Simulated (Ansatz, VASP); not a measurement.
## Pt: VASP beside Ansatz

File INCAR:

```
SYSTEM = Pt
PREC = Accurate
ENCUT = 520
EDIFF = 1E-6
ISMEAR = 0
SIGMA = 0.15
LREAL = .False.
LASPH = .True.
NELM = 80
ALGO = Normal
ISIF = 2
LWAVE = .False.
LCHARG = .False.
NBANDS = 11
```

Contents of KPOINTS:

```
regular mesh
0
Gamma
  20 20 20
  0 0 0
```

POSCAR

```
Pt
1.0
    0.0000000000      1.9468328700      1.9468328700
    2.1074465818      0.0000000000      1.9468328700
    2.1074465818      1.9468328700      0.0000000000
Pt
1
Direct
    0.0000000000      0.0000000000      0.0000000000
```

Input for Ansatz:

```yaml
crystal:
  lattice:
    - [0.0, 1.94683287, 1.94683287]
    - [2.1074465818, 0.0, 1.94683287]
    - [2.1074465818, 1.94683287, 0.0]
  atoms:
    - { symbol: Pt, position: [0.0, 0.0, 0.0] }
basis:
  ecutwfc: 420
kpoints:
  mp_grid: { grid: [20, 20, 20] }
hamiltonian:
  xc: lda
scf:
  occupations: { method: gaussian, width: 0.15 }
output:
  forces: true
  stress: true
  eigenvalues: true
```

Change from the starting cell: normal strain along x +0.0825, normal strain along z +0.0000.

Alike in both runs: task single point; functional LDA; k mesh 20 × 20 × 20; occupations gaussian, width 0.15 eV; no spin polarisation.

```csv
,VASP,Ansatz
version,VASP 6.6.1,Ansatz 0.2.0
potentials or method,"VASP PAW LDA potentials, release 64 (Pt), cutoff 520 eV","scalar-relativistic, plane waves, PAW"
valence electrons in the cell,10,18
```

```csv
,VASP,Ansatz,Ansatz less VASP
gap on the k mesh at the Fermi level (eV),none,none,-
pressure (GPa),-18.3,-18.8,-0.52
"traceless stress, the component that is largest in VASP (GPa)",-4.93,-4.90,+0.027
```

LDA's correlation is that of Perdew and Zunger in VASP and of Perdew and Wang (1992) in Ansatz. A gap of «none» marks a metal or a gap that the smearing closes. VASP's potentials hold 10 valence electrons a cell and Ansatz's 18, so a difference there can come from the potentials and not from the codes.

Spin-orbit coupling is off throughout.
